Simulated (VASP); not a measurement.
The system is Mg7O.

```
Mg O
1.0
     4.69962    0.00000    0.00000
    -2.34981    4.06999    0.00000
     0.00000    0.00000    6.53095
Mg O
7 1
Direct
  0.50000 0.00000 0.78034
  0.00000 0.50000 0.78034
  0.50000 0.50000 0.78034
  0.00000 0.50000 0.21966
  0.50000 0.00000 0.21966
  0.50000 0.50000 0.21966
  0.00000 0.00000 0.50000
  0.00000 0.00000 0.00000
```

The cell was built from a structure type or drawn by symmetry, and may not be a known phase.

| Property | Result |
| --- | --- |
| Program | VASP 6.6.1 |
| Task | relaxation of cell and atoms |
| Functional | PBE |
| Potentials or basis | VASP PAW PBE potentials, release 64 (Mg, O) |
| Cutoff | 600 eV |
| k mesh | 6 × 6 × 4 |
| Occupations | gaussian, width 0.1 eV |
| Spin | no spin polarisation |

At the start: pressure 31.8 GPa; volume 15.62 Å³/atom.

**Question.** How do energy, volume and symmetry change on relaxing?

**Answer.** Over 14 steps the energy falls by 857.5 meV/atom and the volume is 20.90 Å³/atom (+33.9 %); space group P6/mmm (No. 191, to 0.1 Å) before and after.

Step by step:
| step | energy change (eV) | largest force (eV/Å) | pressure (GPa) | volume (Å³) |
| --- | --- | --- | --- | --- |
| 1 | 0.0000 | 0.3265 | 31.80 | 124.92 |
| 2 | -6.0879 | 0.5696 | -1.32 | 187.56 |
| 3 | -6.0930 | 0.5569 | -0.58 | 183.75 |
| 4 | -6.0940 | 0.5620 | -0.83 | 185.05 |
| 5 | -6.2453 | 0.5409 | -0.89 | 182.68 |
| 6 | -6.6468 | 0.4305 | -0.89 | 175.31 |
| 7 | -6.4209 | 0.8138 | 2.50 | 159.40 |
| 8 | -6.7591 | 0.4448 | -0.53 | 171.31 |
| 9 | -6.8334 | 0.1307 | 0.27 | 165.46 |
| 10 | -6.8365 | 0.2373 | -0.01 | 166.73 |
| 11 | -6.8374 | 0.1995 | 0.09 | 166.23 |
| 12 | -6.8537 | 0.1313 | 0.22 | 166.18 |
| 13 | -6.8579 | 0.0308 | 0.15 | 166.20 |
| 14 | -6.8598 | 0.0087 | -0.05 | 167.23 |

Final structure:
```yaml
crystal:
  lattice:
    - [5.80805, 0.00000, 0.00000]
    - [-2.90402, 5.02992, 0.00000]
    - [0.00000, 0.00000, 5.72416]
  atoms:
    - { symbol: Mg, position: [0.50000, 0.00000, 0.75027] }
    - { symbol: Mg, position: [0.00000, 0.50000, 0.75027] }
    - { symbol: Mg, position: [0.50000, 0.50000, 0.75027] }
    - { symbol: Mg, position: [0.00000, 0.50000, 0.24973] }
    - { symbol: Mg, position: [0.50000, 0.00000, 0.24973] }
    - { symbol: Mg, position: [0.50000, 0.50000, 0.24973] }
    - { symbol: Mg, position: [0.00000, 0.00000, 0.50000] }
    - { symbol: O, position: [0.00000, 0.00000, 0.00000] }
```

Caveat: the volume moved by over 15 % at a fixed basis, so the end points are rough.
